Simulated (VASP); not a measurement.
Wanted: the native input for a VASP 6.6.1 run.

```
Task                   : single point
Functional             : r2SCAN
Potentials or basis    : VASP PAW PBE potentials, release 64 (Pb_d, Se)
Cutoff                 : 520 eV
k mesh                 : 6 × 6 × 6
Occupations            : gaussian, width 0.01 eV
Spin                   : no spin polarisation
Dipole correction      : no
Further INCAR settings : ALGO = Normal; EDIFF = 1e-07; NBANDS = 28
```

The system is PbSe.

```
Pb Se
1.0
     2.15488   -6.13395    0.00000
     2.15488    6.13395    0.00000
     0.00000    0.00000    4.45049
Pb Se
2 2
Direct
  0.63176 0.36824 0.75000
  0.36824 0.63176 0.25000
  0.86129 0.13871 0.75000
  0.13871 0.86129 0.25000
```

One way to write it, as run:

POSCAR

```
PbSe
1.0
    2.1548770000     -6.1339470000      0.0000000000
    2.1548770000      6.1339470000      0.0000000000
    0.0000000000      0.0000000000      4.4504940000
Pb Se
2 2
Direct
    0.6317610000      0.3682390000      0.7500000000
    0.3682390000      0.6317610000      0.2500000000
    0.8612900000      0.1387100000      0.7500000000
    0.1387100000      0.8612900000      0.2500000000
```

INCAR.step1

```
SYSTEM = PbSe
PREC = Accurate
ENCUT = 520
ISMEAR = 0
SIGMA = 0.01
LREAL = .False.
LASPH = .True.
NELM = 80
NBANDS = 28
GGA = PE
ALGO = Normal
EDIFF = 1E-4
LWAVE = .True.
LCHARG = .False.
```

INCAR.step2

```
SYSTEM = PbSe
PREC = Accurate
ENCUT = 520
EDIFF = 1E-7
ISMEAR = 0
SIGMA = 0.01
LREAL = .False.
LASPH = .True.
NELM = 80
ALGO = Normal
ISIF = 2
LWAVE = .False.
LCHARG = .False.
METAGGA = R2SCAN
LMIXTAU = .True.
NBANDS = 28
ISTART = 1
```

KPOINTS

```
regular mesh
0
Gamma
  6 6 6
  0 0 0
```

Potentials or basis: VASP PAW PBE potentials, release 64 (Pb_d, Se).

Command:

```bash
$ cat potpaw_PBE.64/Pb_d/POTCAR potpaw_PBE.64/Se/POTCAR > POTCAR
$ cp INCAR.step1 INCAR
$ mpirun -np 1 vasp_std > vasp.out
$ cp INCAR.step2 INCAR
$ mpirun -np 1 vasp_std > vasp.out
```

It gave:

The pressure is 0.0 GPa. The largest force is 0.014 eV/Å. The band gap on the k mesh is 1.44 eV (least direct gap 1.62 eV).

Caveat: the PAW data sets were made with another functional, which shifts forces and pressure a little; spin-orbit coupling is left out, which moves the levels of the heavy elements.

Wall time 5.8 min on 1 thread of Intel(R) Xeon(R) Platinum 8559C (Emerald Rapids) (shared host), peak memory 0.4 GiB.
